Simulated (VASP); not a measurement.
# Ge (P6_3/mmc) in VASP: vibrations by perturbation theory with LDA

Aim: the vibrations by perturbation theory of Ge with LDA.

Program: VASP 6.6.1. These are calculated values, not measurements. Logs are shortened: lines on timing, memory, paths and dates and some standing lists are left out, and cuts for length are marked.

## (1) The cell of the first run

Symmetry: P6_3/mmc, No. 194, hexagonal system. The conventional cell has a = 3.998 Å, b = 3.998 Å, c = 6.599 Å, α = 90.00°, β = 90.00°, γ = 120.00°. Within 3.2 Å of Ge (site symmetry 3m) lie 4 Ge at 2.45 to 2.47 Å.

This isn't the form of Ge at room conditions, which is diamond.

## (2) Vibrations by perturbation theory, LDA

INCAR reads:

```
PREC     = Accurate       # precision mode
ENCUT    = 520            # plane-wave cutoff, eV
EDIFF    = 1E-8           # SCF threshold, eV
ISMEAR   = -1             # smearing method
SIGMA    = 0.05           # smearing width, eV
LREAL    = F              # projectors in reciprocal space
LASPH    = T              # aspherical terms in the spheres
NELM     = 80             # most SCF steps
ALGO     = Normal         # electronic algorithm
ISIF     = 2              # what is computed and relaxed
LWAVE    = F              # write WAVECAR
LCHARG   = F              # write CHGCAR
NBANDS   = 36             # bands
IBRION   = 8              # ionic algorithm
NSW      = 1              # ionic steps
```

KPOINTS reads:

```
regular mesh
0
Gamma
  6 6 3
```

POSCAR reads:

```
Ge
1.0
    3.9975858431      0.0000000000      0.0000000000
   -1.9987929216      3.4620108940      0.0000000000
    0.0000000000      0.0000000000      6.5993779500
Ge
4
Direct
    0.3333333333      0.6666666667      0.9370987500
    0.6666666667      0.3333333333      0.4370987500
    0.3333333333      0.6666666667      0.5629012500
    0.6666666667      0.3333333333      0.0629012500
```

Potentials or basis: VASP PAW LDA potentials, release 64 (Ge_d).

Started as:

```bash
$ cat potpaw_LDA.64/Ge_d/POTCAR > POTCAR
$ mpirun -np 1 vasp_std > vasp.out
```

OUTCAR:

```text
PREC = Accurate
   ENCUT = 520
   EDIFF = 1E-8
   ISMEAR = -1
   LREAL = F
   LASPH = T
   NELM = 80
   ISIF = 2
   IBRION = 8
   NSW = 1

 ion  position               nearest neighbor table
   1  0.333  0.667  0.937-   4 2.45   4 2.45   4 2.45   3 2.47
   2  0.667  0.333  0.437-   3 2.45   3 2.45   3 2.45   4 2.47
   3  0.333  0.667  0.563-   2 2.45   2 2.45   2 2.45   1 2.47
   4  0.667  0.333  0.063-   1 2.45   1 2.45   1 2.45   2 2.47

  LATTYP: Found a hexagonal cell.
 ALAT       =     3.9975858431
 C/A-ratio  =     1.6508408347

  Lattice vectors:

 A1 = (   3.9975858431,   0.0000000000,   0.0000000000)
 A2 = (  -1.9987929216,   3.4620108940,   0.0000000000)
 A3 = (   0.0000000000,   0.0000000000,   6.5993779500)

Analysis of symmetry for initial positions (statically):
=====================================================================
 Subroutine PRICEL returns:
 Original cell was already a primitive cell.

 Routine SETGRP: Setting up the symmetry group for a
 hexagonal supercell.

 Subroutine GETGRP returns: Found 24 space group operations
 (whereof 12 operations were pure point group operations)
 out of a pool of 24 trial point group operations.

The static configuration has the point symmetry D_3d.
 The point group associated with its full space group is D_6h.

Analysis of symmetry for dynamics (positions and initial velocities):
=====================================================================
 Subroutine PRICEL returns:
 Original cell was already a primitive cell.

 Routine SETGRP: Setting up the symmetry group for a
 hexagonal supercell.

 Subroutine GETGRP returns: Found 24 space group operations
 (whereof 12 operations were pure point group operations)
 out of a pool of 24 trial point group operations.

The dynamic configuration has the point symmetry D_3d.
 The point group associated with its full space group is D_6h.

 Subroutine INISYM returns: Found 24 space group operations
 (whereof 12 operations are pure point group operations),
 and found     1 'primitive' translations

----------------------------------------------------------------------------------------

                                     Primitive cell

  volume of cell :      91.3333

  direct lattice vectors                    reciprocal lattice vectors
     3.997585843  0.000000000  0.000000000     0.250150976  0.144424733  0.000000000
    -1.998792922  3.462010894  0.000000000     0.000000000  0.288849467  0.000000000
     0.000000000  0.000000000  6.599377950     0.000000000  0.000000000  0.151529433

  length of vectors
     3.997585843  3.997585843  6.599377950     0.288849467  0.288849467  0.151529433

  position of ions in fractional coordinates (direct lattice)
     0.333333333  0.666666667  0.937098750
     0.666666667  0.333333333  0.437098750
     0.333333333  0.666666667  0.562901250
     0.666666667  0.333333333  0.062901250

  ion indices of the primitive-cell ions
   primitive index   ion index
                 1           1
                 2           2
                 3           3
                 4           4

----------------------------------------------------------------------------------------

[... 109 lines left out ...]

 val. band max:        4.5394595530   @ k =   0.0000   0.0000   0.0000
 cond. band min:       4.8136403778   @ k =   0.0000   0.0000   0.0000
 fundamental gap:      0.2741808249
 Fermi energy:         4.6631175829

 k-point     1 :       0.0000    0.0000    0.0000
  band No.  band energies     occupation
      1     -20.3160      2.00000
      2     -20.3160      2.00000
      3     -20.2780      2.00000
      4     -20.2780      2.00000
      5     -20.2777      2.00000
      6     -20.2646      2.00000
[... 535 lines left out ...]
     35      11.4125      0.00000
     36      11.4125      0.00000

------------------------ aborting loop because EDIFF is reached ----------------------------------------

  FORCE on cell =-STRESS in cart. coord.  units (eV):
  Direction    XX          YY          ZZ          XY          YZ          ZX
  --------------------------------------------------------------------------------------
  -------------------------------------------------------------------------------------
  Total       -0.8677874     -0.8677874     -1.1423980      0.0000000     -0.0000000      0.0000000
  in kB      -15.2228054    -15.2228054    -20.0400489      0.0000000     -0.0000000      0.0000000
  external PRESSURE =     -16.8285532 kB  Pullay stress =       0.0000000 kB

 VOLUME and BASIS-vectors are now :
 -----------------------------------------------------------------------------
  energy-cutoff  :      520.00
  volume of cell :       91.33
      direct lattice vectors                 reciprocal lattice vectors
     3.997585843  0.000000000  0.000000000     0.250150976  0.144424733  0.000000000
    -1.998792922  3.462010894  0.000000000     0.000000000  0.288849467  0.000000000
     0.000000000  0.000000000  6.599377950     0.000000000  0.000000000  0.151529433

 POSITION                                       TOTAL-FORCE (eV/Angst)
 -----------------------------------------------------------------------------------
     -0.00000      2.30801      6.18427        -0.000000     -0.000000     -0.014727
      1.99879      1.15400      2.88458         0.000000     -0.000000     -0.014727
     -0.00000      2.30801      3.71480        -0.000000      0.000000      0.014727
      1.99879      1.15400      0.41511         0.000000      0.000000      0.014727
 -----------------------------------------------------------------------------------
    total drift:                               -0.000000      0.000000     -0.000000

  FREE ENERGIE OF THE ION-ELECTRON SYSTEM (eV)
  ---------------------------------------------------
  free  energy   TOTEN  =       -20.6506375255 eV

  energy  without entropy=      -20.6491894412  energy(sigma->0) =      -20.64991348

[... ionic steps 2 to 3 ...]

--------------------------------------- Ionic step        4  -------------------------------------------

------------------------ aborting loop because EDIFF is reached ----------------------------------------

[... ionic steps 5 to 5 ...]

--------------------------------------- Ionic step        6  -------------------------------------------

 Free energy of the ion-electron system (eV)
  ---------------------------------------------------
  ---------------------------------------------------
  free energy    TOTEN  =        -0.20575665 eV

  energy without entropy =       -0.20575148

------------------------ aborting loop because EDIFF is reached ----------------------------------------

 INTERNAL STRAIN TENSOR  FOR ION    1  DIRECTION 3   (eV/Angst):
 -----------------------------------------------------------------------------
     5.03537 -0.00000 -0.00000
    -0.00000  5.03537  0.00000
     0.00000  0.00000 -8.80784

 INTERNAL STRAIN TENSOR FOR ION    4 for displacements in x,y,z  (eV/Angst):
          X           Y           Z          XY          YZ          ZX
  --------------------------------------------------------------------------------
  x    -0.00000     0.00000     0.00000     6.30370     0.00000    -5.43207
  y     6.30370    -6.30370     0.00000     0.00000    -4.85322     0.00000
  z    -5.03537    -5.03537     8.80784     0.00000    -0.00000    -0.00000

 SECOND DERIVATIVES (NOT SYMMETRIZED)
 ------------------------------------
               1X          1Y          1Z          2X          2Y          2Z          3X          3Y          3Z          4X          4Y          4Z
  1X   -10.354619    0.000000    0.000000   -0.085187    0.000000    0.000000    0.529144   -0.000000   -0.000000    9.910662   -0.000000   -0.000000
  1Y     0.000000  -10.354619   -0.000000    0.000000   -0.085187   -0.000000   -0.000000    0.529144   -0.000000   -0.000000    9.910662    0.000000
  1Z    -0.000000    0.000000  -11.683211    0.000000    0.000000    1.162474   -0.000000    0.000000    5.806897   -0.000000   -0.000000    4.713840
  2X    -0.085187    0.000000   -0.000000  -10.354619    0.000000    0.000000    9.910662   -0.000000    0.000000    0.529144   -0.000000    0.000000
  2Y     0.000000   -0.085187   -0.000000    0.000000  -10.354619    0.000000   -0.000000    9.910662   -0.000000   -0.000000    0.529144   -0.000000
  2Z    -0.000000    0.000000    1.162474    0.000000    0.000000  -11.683211    0.000000    0.000000    4.713840    0.000000   -0.000000    5.806897
  3X     0.529144   -0.000000    0.000000    9.910662   -0.000000    0.000000  -10.354619    0.000000    0.000000   -0.085187    0.000000   -0.000000
  3Y    -0.000000    0.529144   -0.000000   -0.000000    9.910662   -0.000000    0.000000  -10.354619    0.000000    0.000000   -0.085187   -0.000000
  3Z     0.000000   -0.000000    5.806897    0.000000    0.000000    4.713840    0.000000    0.000000  -11.683211   -0.000000    0.000000    1.162474
  4X     9.910662   -0.000000   -0.000000    0.529144   -0.000000   -0.000000   -0.085187    0.000000    0.000000  -10.354619    0.000000    0.000000
  4Y    -0.000000    9.910662    0.000000   -0.000000    0.529144   -0.000000    0.000000   -0.085187   -0.000000    0.000000  -10.354619   -0.000000
  4Z    -0.000000   -0.000000    4.713840   -0.000000    0.000000    5.806897    0.000000    0.000000    1.162474   -0.000000    0.000000  -11.683211

 Eigenvectors and eigenvalues of the dynamical matrix
 ----------------------------------------------------

   1 f  =    8.415706 THz    52.877443 2PiTHz  280.717752 cm-1    34.804550 meV
             X         Y         Z           dx          dy          dz
     -0.000000  2.308007  6.184269    -0.000000    0.000000    0.500000
      1.998793  1.154004  2.884580    -0.000000    0.000000    0.500000
     -0.000000  2.308007  3.714798     0.000000   -0.000000   -0.500000
      1.998793  1.154004  0.415109     0.000000   -0.000000   -0.500000
[... 71 lines left out ...]
  12 f  =    0.000000 THz     0.000000 2PiTHz    0.000002 cm-1     0.000000 meV
             X         Y         Z           dx          dy          dz
     -0.000000  2.308007  6.184269     0.226050    0.443903    0.043026
      1.998793  1.154004  2.884580     0.226050    0.443903    0.043026
     -0.000000  2.308007  3.714798     0.226050    0.443903    0.043026
      1.998793  1.154004  0.415109     0.226050    0.443903    0.043026

--------------------------------------------------------------------------------------------------------

 ELASTIC MODULI CONTR FROM IONIC RELAXATION (kBar)
 Direction    XX          YY          ZZ          XY          YZ          ZX
 --------------------------------------------------------------------------------
 XX        -226.4419     57.3363    147.8993      0.0000      0.0000     -0.0000
 YY          57.3363   -226.4419    147.8993      0.0000      0.0000      0.0000
 ZZ         147.8993    147.8993   -258.7045     -0.0000      0.0000     -0.0000
 XY           0.0000      0.0000     -0.0000   -141.8891      0.0000      0.0000
 YZ           0.0000     -0.0000      0.0000      0.0000    -79.1550      0.0000
 ZX           0.0000     -0.0000     -0.0000      0.0000      0.0000    -99.1628
 --------------------------------------------------------------------------------
```

It took 3.4 min on 1 thread of Intel Xeon 6975P-C (Granite Rapids), shared host; peak memory 0.43 GiB.

What came out:

- Highest phonon frequency at Γ: 281 cm⁻¹

Phonon frequencies in cm⁻¹ (negative: imaginary):
```
              q point                              frequencies
(0.000, 0.000, 0.000)  0 0 0 58 58 210 228 271 271 280 280 281
```

Caveat: the cell stands under pressure or tension, which shifts response properties.
